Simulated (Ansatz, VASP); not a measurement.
Two plane-wave programs on Al

```
Al
1.0
     2.85432    0.00000    0.00000
    -1.42716    2.47192    0.00000
     0.00000    0.00000    9.38319
Al
4
Direct
  0.00000 0.00000 0.00000
  0.33333 0.66667 0.25000
  0.00000 0.00000 0.50000
  0.66667 0.33333 0.75000
```

Alike in both runs: task single point; functional PBE; k mesh 12 × 12 × 4; occupations gaussian, width 0.1 eV; no spin polarisation.

|  | VASP | Ansatz |
| --- | --- | --- |
| version | VASP 6.6.1 | Ansatz 0.2.0 |
| potentials or method | VASP PAW PBE potentials, release 64 (Al), cutoff 520 eV | scalar-relativistic, plane waves, PAW |
| valence electrons in the cell | 12 | 12 |

```tsv
	VASP	Ansatz	Ansatz less VASP
gap on the k mesh at the Fermi level (eV)	none	none	-
pressure (GPa)	-0.1	0.0	+0.04
traceless stress, the component that is largest in VASP (GPa)	-1.06	-1.06	-0.001
```

A gap of «none» marks a metal or a gap that the smearing closes.
